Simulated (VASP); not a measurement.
# Hf2N (Pnnm) in VASP: a series of runs

Hf2N is run at these levels: LDA; tasks: single point.

Everything below comes from runs of VASP 6.6.1. Logs are shortened: lines on timing, memory, paths and dates and some standing lists are left out, and cuts for length are marked.

## (1) The cell of the first run

The structure is orthorhombic, space group Pnnm (No. 58). The conventional cell has a = 5.252 Å, b = 5.436 Å, c = 3.201 Å, α = 90.00°, β = 90.00°, γ = 90.00°. Hf (site symmetry m) has 3 N at 2.24 Å within 3.0 Å. N (site symmetry 2/m) has 6 Hf at 2.24 Å within 3.0 Å.

## (2) Single point, LDA (mode 4 frozen in at -0.205 Å, normal strain along x +0.0350)

Contents of INCAR:

```
ALGO = Normal
EDIFF = 1E-6
ENCUT = 520
GGA = CA
ISIF = 2
ISMEAR = 0
LASPH = T
LCHARG = F
LREAL = F
LWAVE = F
NBANDS = 34
NELM = 100
PREC = Accurate
SIGMA = 0.15
```

Contents of KPOINTS:

```
k-points
0
Gamma
  8 8 12
```

Contents of POSCAR:

```
Hf2N
1.0
    5.4359841404      0.0000000000      0.0000000000
    0.0000000000      5.2521585898      0.0000000000
    0.0000000000      0.0000000000      3.2005839592
Hf N
4 2
Direct
    0.2678039453      0.3230029221      0.0000000000
    0.7321960547      0.6769970779      0.0000000000
    0.7678039453      0.1769970779      0.5000000000
    0.2321960547      0.8230029221      0.5000000000
    0.0000000000      0.0000000000      0.0000000000
    0.5000000000      0.5000000000      0.5000000000
```

Potentials or basis: VASP PAW LDA potentials, release 64 (Hf_pv, N).

Launch:

```
$ cat potpaw_LDA.64/Hf_pv/POTCAR potpaw_LDA.64/N/POTCAR > POTCAR
$ mpirun -np 1 vasp_std > vasp.out
```

OUTCAR:

```text
EDIFF = 1E-6
   ENCUT = 520
   GGA = CA
   ISIF = 2
   ISMEAR = 0
   LASPH = T
   LREAL = F
   NELM = 100
   PREC = Accurate

 ion  position               nearest neighbor table
   1  0.268  0.323  0.000-   5 2.24   6 2.24   6 2.24   4 3.08   4 3.08   4 3.08   4 3.08   2 3.14
                             3 3.25   3 3.25   3 3.25   3 3.25   2 3.45
   2  0.732  0.677  0.000-   5 2.24   6 2.24   6 2.24   3 3.08   3 3.08   3 3.08   3 3.08   1 3.14
                             4 3.25   4 3.25   4 3.25   4 3.25   1 3.45
   3  0.768  0.177  0.500-   6 2.24   5 2.24   5 2.24   2 3.08   2 3.08   2 3.08   2 3.08   4 3.14
                             1 3.25   1 3.25   1 3.25   1 3.25   4 3.45
   4  0.232  0.823  0.500-   6 2.24   5 2.24   5 2.24   1 3.08   1 3.08   1 3.08   1 3.08   3 3.14
                             2 3.25   2 3.25   2 3.25   2 3.25   3 3.45
   5  0.000  0.000  0.000-   1 2.24   2 2.24   3 2.24   4 2.24   3 2.24   4 2.24
   6  0.500  0.500  0.500-   3 2.24   4 2.24   1 2.24   2 2.24   1 2.24   2 2.24

  LATTYP: Found a simple orthorhombic cell.
 ALAT       =     3.2005839592
 B/A-ratio  =     1.6410000977
 C/A-ratio  =     1.6984351011

  Lattice vectors:

 A1 = (   0.0000000000,   0.0000000000,  -3.2005839592)
 A2 = (   0.0000000000,   5.2521585898,   0.0000000000)
 A3 = (   5.4359841404,   0.0000000000,   0.0000000000)

Analysis of symmetry for initial positions (statically):
=====================================================================
 Subroutine PRICEL returns:
 Original cell was already a primitive cell.

 Routine SETGRP: Setting up the symmetry group for a
 simple orthorhombic supercell.

 Subroutine GETGRP returns: Found  8 space group operations
 (whereof  4 operations were pure point group operations)
 out of a pool of  8 trial point group operations.

The static configuration has the point symmetry C_2h.
 The point group associated with its full space group is D_2h.

Analysis of symmetry for dynamics (positions and initial velocities):
=====================================================================
 Subroutine PRICEL returns:
 Original cell was already a primitive cell.

 Routine SETGRP: Setting up the symmetry group for a
 simple orthorhombic supercell.

 Subroutine GETGRP returns: Found  8 space group operations
 (whereof  4 operations were pure point group operations)
 out of a pool of  8 trial point group operations.

The dynamic configuration has the point symmetry C_2h.
 The point group associated with its full space group is D_2h.

 Subroutine INISYM returns: Found  8 space group operations
 (whereof  4 operations are pure point group operations),
 and found     1 'primitive' translations

----------------------------------------------------------------------------------------

                                     Primitive cell

  volume of cell :      91.3788

  direct lattice vectors                    reciprocal lattice vectors
     5.435984140  0.000000000  0.000000000     0.183959330  0.000000000  0.000000000
     0.000000000  5.252158590  0.000000000     0.000000000  0.190397906  0.000000000
     0.000000000  0.000000000  3.200583959     0.000000000  0.000000000  0.312442983

  length of vectors
     5.435984140  5.252158590  3.200583959     0.183959330  0.190397906  0.312442983

  position of ions in fractional coordinates (direct lattice)
     0.267803945  0.323002922  0.000000000
     0.732196055  0.676997078  0.000000000
     0.767803945  0.176997078  0.500000000
     0.232196055  0.823002922  0.500000000
     0.000000000  0.000000000  0.000000000
     0.500000000  0.500000000  0.500000000

  ion indices of the primitive-cell ions
   primitive index   ion index
                 1           1
                 2           2
                 3           3
                 4           4
                 5           5
                 6           6

----------------------------------------------------------------------------------------

 KPOINTS: k-points

Automatic generation of k-mesh.
 Grid dimensions read from file:
 generate k-points for:    8    8   12

 Generating k-lattice:

  Cartesian coordinates                     Fractional coordinates (reciprocal lattice)
     0.022994916  0.000000000  0.000000000     0.125000000  0.000000000  0.000000000
     0.000000000  0.023799738  0.000000000     0.000000000  0.125000000  0.000000000
     0.000000000  0.000000000  0.026036915     0.000000000  0.000000000  0.083333333

  Length of vectors
     0.022994916  0.023799738  0.026036915

  Shift w.r.t. Gamma in fractional coordinates (k-lattice)
     0.000000000  0.000000000  0.000000000

 Subroutine IBZKPT returns following result:
 ===========================================

 Found    175 irreducible k-points:

 Following reciprocal coordinates:
            Coordinates               Weight
  0.000000  0.000000  0.000000      1.000000
  0.125000  0.000000  0.000000      2.000000
  0.250000  0.000000  0.000000      2.000000
  0.375000  0.000000  0.000000      2.000000
  0.500000  0.000000  0.000000      1.000000
  0.000000  0.125000  0.000000      2.000000
[... 16 lines left out ...]
  0.250000  0.500000  0.000000      2.000000
  0.375000  0.500000  0.000000      2.000000
 [... further k-points ...]
   k-points           NKPTS =    175   k-points in BZ     NKDIM =    175   number of bands    NBANDS=     34
   number of dos      NEDOS =    301   number of ions     NIONS =      6
   total plane-waves  NPLWV =  38400
   dimension x,y,z NGX =    40 NGY =   40 NGZ =   24
   dimension x,y,z NGXF=    80 NGYF=   80 NGZF=   48
   ions per type =               4   2
   NGX,Y,Z   is equivalent  to a cutoff of  12.23, 12.66, 12.47 a.u.
   NGXF,Y,Z  is equivalent  to a cutoff of  24.47, 25.32, 24.93 a.u.
 SYSTEM =  unknown system
   PREC   = accura    normal or accurate (medium, high low for compatibility)
   ISTART =      0    job   : 0-new  1-cont  2-samecut
   ICHARG =      2    charge: 1-file 2-atom 10-const
   ISPIN  =      1    spin polarized calculation?
   LNONCOLLINEAR =      F non collinear calculations
   LSORBIT =      F    spin-orbit coupling
   LASPH  =      T    aspherical Exc in radial PAW
   ENCUT  =  520.0 eV  38.22 Ry    6.18 a.u.  10.11  9.77  5.95*2*pi/ulx,y,z
   NELM   =    100;   NELMIN=  2; NELMDL= -5     # of ELM steps
   EDIFF  = 0.1E-05   stopping-criterion for ELM
   LREAL  =      F    real-space projection
   EDIFFG = 0.1E-04   stopping-criterion for IOM
   NSW    =      0    number of steps for IOM
   IBRION =     -1    ionic relax: 0-MD 1-quasi-New 2-CG
   NFREE  =      0    steps in history (QN), initial steepest desc. (CG)
   ISIF   =      2    stress and relaxation
   ISYM   =      2    0-nonsym 1-usesym 2-fastsym
   POTIM  = 0.5000    time-step for ionic-motion
   TEBEG  =    0.0;   TEEND  =   0.0 temperature during run
   PSTRESS=    0.0 pullay stress
   NELECT =      50.0000    total number of electrons
   NUPDOWN=      -1.0000    fix difference up-down
   EMIN   =  10.00;   EMAX   =-10.00  energy-range for DOS
   EFERMI =   0.00;   METHOD = LEGACY
   ISMEAR =     0;   SIGMA  =   0.15  broadening in eV -4-tet -1-fermi 0-gaus
   EFERMI_NEDOS =   21; number of points for ismear=-14 and -15
   IALGO  =     38    algorithm
   IMIX   =      4    mixing-type and parameters
     AMIX     =   0.40;   BMIX     =  1.00
     AMIX_MAG =   1.60;   BMIX_MAG =  1.00
  volume/ion in A,a.u.               =      15.23       102.78
  Fermi-wavevector in a.u.,A,eV,Ry     =   1.339008  2.530358 24.394453  1.792942
  Thomas-Fermi vector in A             =   2.467433
   LORBIT       =      0    0 simple, 1 ext, 2 COOP (PROOUT), +10 PAW based schemes
   GGA     = CA    functional components
   LHFCALC =     F    Hartree Fock is set to
   AEXX    =    0.0000 exact exchange contribution
   IVDW    =     0    specifies the selected vdW correction
   LEPSILON=     F    determine dielectric tensor
   LRPA    =     F    only Hartree local field effects (RPA)
 non-spin polarized calculation
 Gauss-broadening in eV      SIGMA  =   0.15
  energy-cutoff  :      520.00
  volume of cell :       91.38
 maximum number of plane-waves:      2488
   NGX = 21   NGY = 19   NGZ = 11

 number of electron      49.9999996 magnetization

 Free energy of the ion-electron system (eV)
  ---------------------------------------------------
  ext. energy  EPLUGINS =         0.00000000
  ---------------------------------------------------
  free energy    TOTEN  =       -69.31263766 eV

  energy without entropy =      -69.28474593  energy(sigma->0) =      -69.29869179

 E-fermi :   5.7799     XC(G=0): -12.2000

 val. band max:        5.7774792065   @ k =   0.5000   0.1250   0.3333
 cond. band min:       5.7805085291   @ k =   0.1250   0.2500   0.2500
 fundamental gap:      0.0030293226
 Fermi energy:         5.7798500081

 k-point     1 :       0.0000    0.0000    0.0000
  band No.  band energies     occupation
      1     -25.1424      2.00000
      2     -24.7583      2.00000
      3     -24.7217      2.00000
      4     -24.4990      2.00000
      5     -24.3787      2.00000
      6     -24.2624      2.00000
[... 26 lines left out ...]
     33       8.9055      0.00000
     34       9.5115      0.00000

 k-point     2 :       0.1250    0.0000    0.0000
  band No.  band energies     occupation
      1     -25.1261      2.00000
      2     -24.7768      2.00000
      3     -24.7131      2.00000
      4     -24.4783      2.00000
      5     -24.3723      2.00000
      6     -24.2628      2.00000
[... 26 lines left out ...]
     33       8.9399      0.00000
     34       9.7626      0.00000
[... 775 lines left out ...]
     33       9.2253      0.00000
     34       9.2253      0.00000

 k-point    24 :       0.3750    0.5000    0.0000
  band No.  band energies     occupation
      1     -24.7366      2.00000
      2     -24.7366      2.00000
      3     -24.4863      2.00000
      4     -24.4863      2.00000
      5     -24.3236      2.00000
      6     -24.3236      2.00000
[... 26 lines left out ...]
     33       9.4854      0.00000
     34       9.4854      0.00000

 [... further k-points ...]

------------------------ aborting loop because EDIFF is reached ----------------------------------------

  FORCE on cell =-STRESS in cart. coord.  units (eV):
  Direction    XX          YY          ZZ          XY          YZ          ZX
  --------------------------------------------------------------------------------------
  -------------------------------------------------------------------------------------
  Total       -9.5744549     -0.1380626     -3.5248925      0.0000000      0.0000000      0.0000000
  in kB     -167.8724407     -2.4207016    -61.8032364      0.0000000      0.0000000      0.0000000
  external PRESSURE =     -77.3654596 kB  Pullay stress =       0.0000000 kB

 VOLUME and BASIS-vectors are now :
 -----------------------------------------------------------------------------
  energy-cutoff  :      520.00
  volume of cell :       91.38
      direct lattice vectors                 reciprocal lattice vectors
     5.435984140  0.000000000  0.000000000     0.183959330  0.000000000  0.000000000
     0.000000000  5.252158590  0.000000000     0.000000000  0.190397906  0.000000000
     0.000000000  0.000000000  3.200583959     0.000000000  0.000000000  0.312442983

 POSITION                                       TOTAL-FORCE (eV/Angst)
 -----------------------------------------------------------------------------------
      1.45578      1.69646      0.00000         0.474161     -0.118957     -0.000000
      3.98021      3.55570      0.00000        -0.474161      0.118957      0.000000
      4.17377      0.92962      1.60029         0.474161      0.118957      0.000000
      1.26221      4.32254      1.60029        -0.474161     -0.118957     -0.000000
      0.00000      0.00000      0.00000         0.000000      0.000000      0.000000
      2.71799      2.62608      1.60029         0.000000      0.000000      0.000000
 -----------------------------------------------------------------------------------
    total drift:                               -0.000000     -0.000000     -0.000000

  FREE ENERGIE OF THE ION-ELECTRON SYSTEM (eV)
  ---------------------------------------------------
  free  energy   TOTEN  =       -69.3126376595 eV

  energy  without entropy=      -69.2847459253  energy(sigma->0) =      -69.29869179
```

It took 7.8 min on 1 thread of Oxide Virtual Turin-like, shared host; peak memory 0.44 GiB.

What came out:

```yaml
Free_energy: -69.3126 eV
Pressure: -7.7 GPa
Largest_force: 0.489 eV/Å
Band_gap_on_the_k_mesh: zero (band 25 reaches 7.14 eV, above the bottom of band 26 at 4.84 eV)
```

Forces on the atoms (eV/Å):
```
Hf   0.474 -0.119  0.000
Hf  -0.474  0.119  0.000
Hf   0.474  0.119  0.000
Hf  -0.474 -0.119  0.000
N    0.000  0.000  0.000
N    0.000  0.000  0.000
```

Stress tensor (GPa, compression positive):
```
-16.79   0.00   0.00
  0.00  -0.24   0.00
  0.00   0.00  -6.18
```

Caveat: the cell differs from its parent crystal (mode 4 frozen in at -0.205 Å, normal strain along x +0.0350); spin-orbit coupling is left out, which moves the levels of the heavy elements.

(Part 1 of 2 ends here.)
